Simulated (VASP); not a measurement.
# Si4N3Cl (P1) in VASP: single point with r2SCAN

Aim: the single point of Si4N3Cl with r2SCAN.

Everything below comes from runs of VASP 6.6.1. Logs are shortened: lines on timing, memory, paths and dates and some standing lists are left out, and cuts for length are marked.

### 1 The cell of the first run

The typed cell holds 16 atoms: a = 7.046 Å, b = 6.884 Å, c = 6.759 Å, α = 118.22°, β = 118.73°, γ = 93.43°.

### 2 Single point, r2SCAN

The input, POSCAR:

```
Si4N3Cl
1.0
   -3.5908553800      3.6600558800      4.8334095500
    3.5626813900     -3.5270496900      4.7171593300
    3.4407835800      3.3769778900     -4.7374796900
N Si Cl
6 8 2
Direct
    0.2510590000      0.2530970000      0.0037600000
    0.7493070000      0.7511480000      0.9952600000
    0.6694030000      0.8359760000      0.5040440000
    0.8384370000      0.3425820000      0.1780060000
    0.3436910000      0.1624340000      0.5063670000
    0.1530210000      0.6539340000      0.8201710000
    0.3500090000      0.5639830000      0.5071960000
    0.5546150000      0.0516920000      0.2092790000
    0.0645030000      0.8463940000      0.5082480000
    0.8430720000      0.3374430000      0.7927650000
    0.1700060000      0.6647960000      0.2243650000
    0.9497900000      0.1674760000      0.5098800000
    0.4513390000      0.9435460000      0.7904200000
    0.6593750000      0.4513420000      0.4927410000
    0.9973370000      0.9969430000      0.0017370000
    0.4972230000      0.5016970000      0.0052710000
```

The input, INCAR.step1:

```
ALGO = Normal ; EDIFF = 1E-4
ENCUT = 520 ; GGA = PE
ISMEAR = 0 ; LASPH = True
LCHARG = False ; LREAL = Auto
LWAVE = True ; NBANDS = 52
NELM = 100 ; PREC = Accurate
SIGMA = 0.0394
```

The input, INCAR.step2:

```
ALGO = Normal ; EDIFF = 1E-7
ENCUT = 520 ; ISIF = 2
ISMEAR = 0 ; ISTART = 1
LASPH = True ; LCHARG = False
LMIXTAU = True ; LREAL = Auto
LWAVE = False ; METAGGA = R2SCAN
NBANDS = 52 ; NELM = 100
PREC = Accurate ; SIGMA = 0.0394
```

The input, KPOINTS:

```
k-points
0
Gamma
  3 3 4
```

Potentials or basis: VASP PAW PBE potentials, release 64 (N, Si, Cl).

Started as:

```sh
$ cat potpaw_PBE.64/N/POTCAR potpaw_PBE.64/Si/POTCAR potpaw_PBE.64/Cl/POTCAR > POTCAR
$ cp INCAR.step1 INCAR
$ mpirun -np 1 vasp_std > vasp.out
$ cp INCAR.step2 INCAR
$ mpirun -np 1 vasp_std > vasp.out
```

OUTCAR:

```text
EDIFF = 1E-7
   ENCUT = 520
   ISIF = 2
   ISMEAR = 0
   ISTART = 1
   LASPH = True
   LREAL = Auto
   METAGGA = R2SCAN
   NELM = 100
   PREC = Accurate

 ion  position               nearest neighbor table
   1  0.251  0.253  0.004-
   2  0.749  0.751  0.995-
   3  0.669  0.836  0.504-
   4  0.838  0.343  0.178-
   5  0.344  0.162  0.506-
   6  0.153  0.654  0.820-
   7  0.350  0.564  0.507-  13 2.18  11 2.18  14 2.39   9 2.88
   8  0.555  0.052  0.209-  13 2.25  14 2.28  12 2.30  10 2.83
   9  0.065  0.846  0.508-  11 2.24  13 2.26  12 2.40   7 2.88
  10  0.843  0.337  0.793-  12 2.23  14 2.35  11 2.37   8 2.83
  11  0.170  0.665  0.224-   7 2.18   9 2.24  10 2.37  13 2.75
  12  0.950  0.167  0.510-  10 2.23   8 2.30   9 2.40  14 2.91
  13  0.451  0.944  0.790-   7 2.18   8 2.25   9 2.26  11 2.75
  14  0.659  0.451  0.493-   8 2.28  10 2.35   7 2.39  12 2.91
  15  0.997  0.997  0.002-
  16  0.497  0.502  0.005-

  LATTYP: Found a triclinic cell.
 ALAT       =     6.8652545478
 B/A-ratio  =     1.4152747601
 C/A-ratio  =     1.0026766757
 COS(alpha) =     0.0072135244
 COS(beta)  =     0.4757357448
 COS(gamma) =     0.7184690217

  Lattice vectors:

 A1 = (  -3.4126095900,  -3.5099840800,  -4.8130891900)
 A2 = (  -6.8533931700,  -6.8869619700,  -0.0756095000)
 A3 = (  -3.5626813900,   3.5270496900,  -4.7171593300)

Analysis of symmetry for initial positions (statically):
=====================================================================
 Subroutine PRICEL returns:
 Original cell was already a primitive cell.

 Routine SETGRP: Setting up the symmetry group for a
 triclinic supercell.

 Subroutine GETGRP returns: Found  1 space group operations
 (whereof  1 operations were pure point group operations)
 out of a pool of  2 trial point group operations.

The static configuration has the point symmetry C_1 .

Analysis of symmetry for dynamics (positions and initial velocities):
=====================================================================
 Subroutine PRICEL returns:
 Original cell was already a primitive cell.

 Routine SETGRP: Setting up the symmetry group for a
 triclinic supercell.

 Subroutine GETGRP returns: Found  1 space group operations
 (whereof  1 operations were pure point group operations)
 out of a pool of  2 trial point group operations.

The dynamic configuration has the point symmetry C_1 .

 Subroutine INISYM returns: Found  1 space group operations
 (whereof  1 operations are pure point group operations),
 and found     1 'primitive' translations

----------------------------------------------------------------------------------------

                                     Primitive cell

  volume of cell :     235.1895

  direct lattice vectors                    reciprocal lattice vectors
    -3.590855380  3.660055880  4.833409550     0.003314704  0.140775247  0.102755074
     3.562681390 -3.527049690  4.717159330     0.143126128  0.001619495  0.105105470
     3.440783580  3.376977890 -4.737479690     0.145894044  0.145238372 -0.001592281

  length of vectors
     7.046424574  6.883630608  6.759192639     0.174319427  0.177580604  0.205868386

  position of ions in fractional coordinates (direct lattice)
     0.251059000  0.253097000  0.003760000
     0.749307000  0.751148000  0.995260000
     0.669403000  0.835976000  0.504044000
     0.838437000  0.342582000  0.178006000
     0.343691000  0.162434000  0.506367000
     0.153021000  0.653934000  0.820171000
[... 8 lines left out ...]
     0.997337000  0.996943000  0.001737000
     0.497223000  0.501697000  0.005271000

  ion indices of the primitive-cell ions
   primitive index   ion index
                 1           1
                 2           2
                 3           3
                 4           4
                 5           5
                 6           6
[... 8 lines left out ...]
                15          15
                16          16

----------------------------------------------------------------------------------------

 KPOINTS: k-points

Automatic generation of k-mesh.
 Grid dimensions read from file:
 generate k-points for:    3    3    4

 Generating k-lattice:

  Cartesian coordinates                     Fractional coordinates (reciprocal lattice)
     0.001104901  0.046925082  0.034251691     0.333333333 -0.000000000  0.000000000
     0.047708709  0.000539832  0.035035157    -0.000000000  0.333333333  0.000000000
     0.036473511  0.036309593 -0.000398070    -0.000000000 -0.000000000  0.250000000

  Length of vectors
     0.058106476  0.059193535  0.051467096

  Shift w.r.t. Gamma in fractional coordinates (k-lattice)
     0.000000000  0.000000000  0.000000000

 Subroutine IBZKPT returns following result:
 ===========================================

 Found     19 irreducible k-points:

 Following reciprocal coordinates:
            Coordinates               Weight
  0.000000  0.000000  0.000000      1.000000
  0.333333  0.000000  0.000000      2.000000
  0.000000  0.333333  0.000000      2.000000
  0.333333  0.333333  0.000000      2.000000
 -0.333333  0.333333 -0.000000      2.000000
  0.000000  0.000000  0.250000      2.000000
[... 11 lines left out ...]
  0.333333  0.333333  0.500000      2.000000
 -0.333333  0.333333  0.500000      2.000000
   k-points           NKPTS =     19   k-points in BZ     NKDIM =     19   number of bands    NBANDS=     52
   number of dos      NEDOS =    301   number of ions     NIONS =     16
   total plane-waves  NPLWV = 145800
   dimension x,y,z NGX =    54 NGY =   54 NGZ =   50
   dimension x,y,z NGXF=   108 NGYF=  108 NGZF=  100
   ions per type =               6   8   2
   NGX,Y,Z   is equivalent  to a cutoff of  12.74, 13.04, 12.30 a.u.
   NGXF,Y,Z  is equivalent  to a cutoff of  25.48, 26.08, 24.60 a.u.
 SYSTEM =  unknown system
   PREC   = accura    normal or accurate (medium, high low for compatibility)
   ISTART =      1    job   : 0-new  1-cont  2-samecut
   ICHARG =      0    charge: 1-file 2-atom 10-const
   ISPIN  =      1    spin polarized calculation?
   LNONCOLLINEAR =      F non collinear calculations
   LSORBIT =      F    spin-orbit coupling
   LASPH  =      T    aspherical Exc in radial PAW
   ENCUT  =  520.0 eV  38.22 Ry    6.18 a.u.  13.10 12.80 12.57*2*pi/ulx,y,z
   NELM   =    100;   NELMIN=  2; NELMDL=  0     # of ELM steps
   EDIFF  = 0.1E-06   stopping-criterion for ELM
   LREAL  =      T    real-space projection
   EDIFFG = 0.1E-05   stopping-criterion for IOM
   NSW    =      0    number of steps for IOM
   IBRION =     -1    ionic relax: 0-MD 1-quasi-New 2-CG
   NFREE  =      0    steps in history (QN), initial steepest desc. (CG)
   ISIF   =      2    stress and relaxation
   ISYM   =      2    0-nonsym 1-usesym 2-fastsym
   POTIM  = 0.5000    time-step for ionic-motion
   TEBEG  =    0.0;   TEEND  =   0.0 temperature during run
   PSTRESS=    0.0 pullay stress
   NELECT =      76.0000    total number of electrons
   NUPDOWN=      -1.0000    fix difference up-down
   EMIN   =  10.00;   EMAX   =-10.00  energy-range for DOS
   EFERMI =   0.00;   METHOD = LEGACY
   ISMEAR =     0;   SIGMA  =   0.04  broadening in eV -4-tet -1-fermi 0-gaus
   EFERMI_NEDOS =   21; number of points for ismear=-14 and -15
   IALGO  =     38    algorithm
   IMIX   =      4    mixing-type and parameters
     AMIX     =   0.40;   BMIX     =  1.00
     AMIX_MAG =   1.60;   BMIX_MAG =  1.00
  volume/ion in A,a.u.               =      14.70        99.20
  Fermi-wavevector in a.u.,A,eV,Ry     =   1.123415  2.122946 17.171374  1.262060
  Thomas-Fermi vector in A             =   2.260081
   LORBIT       =      0    0 simple, 1 ext, 2 COOP (PROOUT), +10 PAW based schemes
   METAGGA = R2SCAN    functional components
   LHFCALC =     F    Hartree Fock is set to
   AEXX    =    0.0000 exact exchange contribution
   IVDW    =     0    specifies the selected vdW correction
   LEPSILON=     F    determine dielectric tensor
   LRPA    =     F    only Hartree local field effects (RPA)
 non-spin polarized calculation
 Gauss-broadening in eV      SIGMA  =   0.04
  energy-cutoff  :      520.00
  volume of cell :      235.19
 maximum number of plane-waves:      6354
 NGX is ok and might be reduce to    54
   NGX = 27   NGY = 25   NGZ = 25

 number of electron      76.0000002 magnetization

 Free energy of the ion-electron system (eV)
  ---------------------------------------------------
  ext. energy  EPLUGINS =         0.00000000
  ---------------------------------------------------
  free energy    TOTEN  =      -103.37693059 eV

  energy without entropy =     -103.37187502  energy(sigma->0) =     -103.37440280

 E-fermi :   5.4501     XC(G=0): -10.9805

 val. band max:        5.4356477068   @ k =  -0.3333   0.3333   0.5000
 cond. band min:       5.4573757838   @ k =   0.3333   0.3333   0.2500
 fundamental gap:      0.0217280770
 Fermi energy:         5.4500760838

 k-point     1 :       0.0000    0.0000    0.0000
  band No.  band energies     occupation
      1     -11.7901      2.00000
      2     -11.0067      2.00000
      3      -8.8346      2.00000
      4      -8.5516      2.00000
      5      -8.1858      2.00000
      6      -8.0840      2.00000
[... 42 lines left out ...]
     49       7.4530      0.00000
     50       7.6103      0.00000

 k-point     2 :       0.3333    0.0000    0.0000
  band No.  band energies     occupation
      1     -11.6046      2.00000
      2     -11.2155      2.00000
      3      -8.6894      2.00000
      4      -8.5718      2.00000
      5      -8.3141      2.00000
      6      -8.2650      2.00000
[... 42 lines left out ...]
     49       7.8449      0.00000
     50       8.1110      0.00000

 k-point     3 :       0.0000    0.3333    0.0000
  band No.  band energies     occupation
      1     -11.6014      2.00000
      2     -11.2119      2.00000
      3      -8.6863      2.00000
      4      -8.5756      2.00000
      5      -8.3150      2.00000
      6      -8.2708      2.00000
[... 42 lines left out ...]
     49       7.9431      0.00000
     50       8.2125      0.00000

 k-point     4 :       0.3333    0.3333    0.0000
  band No.  band energies     occupation
      1     -11.4740      2.00000
      2     -11.3079      2.00000
      3      -8.8189      2.00000
      4      -8.7087      2.00000
      5      -8.3937      2.00000
      6      -8.2070      2.00000
[... 731 lines left out ...]
     49       7.9799      0.00000
     50       8.2733      0.00000

 k-point    18 :       0.3333    0.3333    0.5000
  band No.  band energies     occupation
      1     -11.4173      2.00000
      2     -11.3743      2.00000
      3      -8.9820      2.00000
      4      -8.4814      2.00000
      5      -8.2347      2.00000
      6      -8.1328      2.00000
[... 42 lines left out ...]
     49       8.0575      0.00000
     50       8.3103      0.00000

 k-point    19 :      -0.3333    0.3333    0.5000
  band No.  band energies     occupation
      1     -11.4498      2.00000
      2     -11.2793      2.00000
      3      -9.2638      2.00000
      4      -8.5596      2.00000
      5      -8.1845      2.00000
      6      -8.1164      2.00000
[... 42 lines left out ...]
     49       8.3029      0.00000
     50       8.4296      0.00000
 [bands above 50 left out]

------------------------ aborting loop because EDIFF is reached ----------------------------------------

  FORCE on cell =-STRESS in cart. coord.  units (eV):
  Direction    XX          YY          ZZ          XY          YZ          ZX
  --------------------------------------------------------------------------------------
  -------------------------------------------------------------------------------------
  Total        1.5401792     -0.6800569    -30.1874099      1.3765264     -0.8205075     -1.2555518
  in kB       10.4921372     -4.6327402   -205.6451958      9.3772883     -5.5895297     -8.5531750
  external PRESSURE =     -66.5952663 kB  Pullay stress =       0.0000000 kB

 VOLUME and BASIS-vectors are now :
 -----------------------------------------------------------------------------
  energy-cutoff  :      520.00
  volume of cell :      235.19
      direct lattice vectors                 reciprocal lattice vectors
    -3.590855380  3.660055880  4.833409550     0.003314704  0.140775247  0.102755074
     3.562681390 -3.527049690  4.717159330     0.143126128  0.001619495  0.105105470
     3.440783580  3.376977890 -4.737479690     0.145894044  0.145238372 -0.001592281

 POSITION                                       TOTAL-FORCE (eV/Angst)
 -----------------------------------------------------------------------------------
      0.01312      0.03890      2.38956        -0.050790     -0.100536      0.065955
      3.40992      3.45414      2.44997         0.006950     -0.217952      0.187235
      2.30889      1.20367      4.79103        -0.306204      0.208782     -0.370794
     -1.17772      2.46154      4.82522        -0.175763     -0.248213     -0.106566
      1.08686      2.39501      0.02852        -0.139808      0.198299     -0.176202
      4.60231      1.02331     -0.06122        -0.188094      0.036494     -0.539451
[... 8 lines left out ...]
     -0.02353      0.13991      9.51505         0.056092     -0.026267     -0.129975
      0.02007      0.06815      4.74490        -0.069310      0.012908     -0.002732
 -----------------------------------------------------------------------------------
    total drift:                                0.000206      0.000635      0.006919

  FREE ENERGIE OF THE ION-ELECTRON SYSTEM (eV)
  ---------------------------------------------------
  free  energy   TOTEN  =      -103.3769305851 eV

  energy  without entropy=     -103.3718750226  energy(sigma->0) =     -103.37440280
```

It took 31 min on 1 thread of Intel Xeon Platinum 8259CL at 2.50GHz (Skylake/Cascade Lake), shared host; peak memory 0.47 GiB.

What came out:

| Property | Result |
| --- | --- |
| Free energy | -103.3769 eV |
| Pressure | -6.7 GPa |
| Largest force | 4.404 eV/Å |
| Band gap on the k mesh | zero (band 38 reaches 5.66 eV, above the bottom of band 39 at 5.31 eV) |

Forces in eV/Å, atoms in the order of the input:
```
N   -0.051 -0.101  0.066
N    0.007 -0.218  0.187
N   -0.306  0.209 -0.371
N   -0.176 -0.248 -0.107
N   -0.140  0.198 -0.176
N   -0.188  0.036 -0.539
Si  -2.760  2.747 -2.057
Si  -0.685 -0.579 -1.684
Si   2.063 -1.895 -1.519
Si   2.188  1.056 -2.003
Si  -1.847 -2.590  2.477
Si  -1.743  1.533  1.724
Si   1.891  1.160  2.588
Si   1.761 -1.295  1.548
Cl   0.056 -0.026 -0.130
Cl  -0.069  0.013 -0.003
```

Caveat: the k points lie up to 0.37 Å⁻¹ apart; the PAW data sets were made with another functional, which shifts forces and pressure a little.
